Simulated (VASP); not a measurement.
Wanted: the native input for a VASP 6.6.1 run.

- Task: single point
- Functional: HSE06
- Potentials or basis: VASP PAW PBE potentials, release 64 (Na_pv, I)
- Cutoff: 520 eV
- k mesh: 4 × 4 × 4
- Occupations: gaussian, width 0.01 eV
- Spin: no spin polarisation
- Dipole correction: no
- Grid for exact exchange (PRECFOCK): Normal
- Further INCAR settings: ALGO = Normal; EDIFF = 1e-07; NBANDS = 14
- Share of exact exchange: 0.25
- Screening parameter: 0.2079 1/Å

NaI:

```
Na I
1.0
     0.00000    3.52548    3.54319
     3.52548    0.00000    3.54319
     3.52548    3.52548    0.00000
Na I
1 1
Direct
  0.00000 0.00000 0.00000
  0.25000 0.25000 0.25000
```

This cell differs from its parent crystal: biaxial xy strain -0.5%.

One way to write it, as run:

POSCAR

```
NaI
1.0
    0.0000000000      3.5254757074      3.5431916657
    3.5254757074      0.0000000000      3.5431916657
    3.5254757074      3.5254757074      0.0000000000
Na I
1 1
Direct
    0.0000000000      0.0000000000      0.0000000000
    0.2500000000      0.2500000000      0.2500000000
```

INCAR.step1

```
SYSTEM = NaI
  PREC = Accurate
  ENCUT = 520
  EDIFF = 1E-5
  ISMEAR = 0
  SIGMA = 0.01
  LREAL = .FALSE.
  LASPH = .TRUE.
  NELM = 80
  ALGO = Normal
  ISIF = 2
  LWAVE = .TRUE.
  LCHARG = .FALSE.
  GGA = PE
  NBANDS = 14
```

INCAR.step2

```
SYSTEM = NaI
  PREC = Accurate
  ENCUT = 520
  EDIFF = 1E-7
  ISMEAR = 0
  SIGMA = 0.01
  LREAL = .FALSE.
  LASPH = .TRUE.
  NELM = 80
  ALGO = Normal
  ISIF = 2
  LWAVE = .FALSE.
  LCHARG = .FALSE.
  GGA = PE
  LHFCALC = .TRUE.
  HFSCREEN = 0.2079
  PRECFOCK = Normal
  ISTART = 1
  NBANDS = 14
```

KPOINTS

```
Automatic mesh
0
G
  4 4 4
  0 0 0
```

Potentials or basis: VASP PAW PBE potentials, release 64 (Na_pv, I).

The run is started by

```console
$ cat potpaw_PBE.64/Na_pv/POTCAR potpaw_PBE.64/I/POTCAR > POTCAR
$ cp INCAR.step1 INCAR
$ mpirun -np 1 vasp_std > vasp.out
$ cp INCAR.step2 INCAR
$ mpirun -np 1 vasp_std > vasp.out
```

Results of the run:

```
Pressure               : 0.3 GPa
Band gap on the k mesh : 4.81 eV
```

Caveat: the cell differs from its parent crystal (biaxial xy strain -0.5%); the PAW data sets were made with another functional, which shifts forces and pressure a little; spin-orbit coupling is left out, which moves the levels of the heavy elements.

It took 18 min on 1 thread of Intel(R) Xeon(R) Platinum 8488C (Sapphire Rapids), on a shared host, peak memory 0.34 GiB.
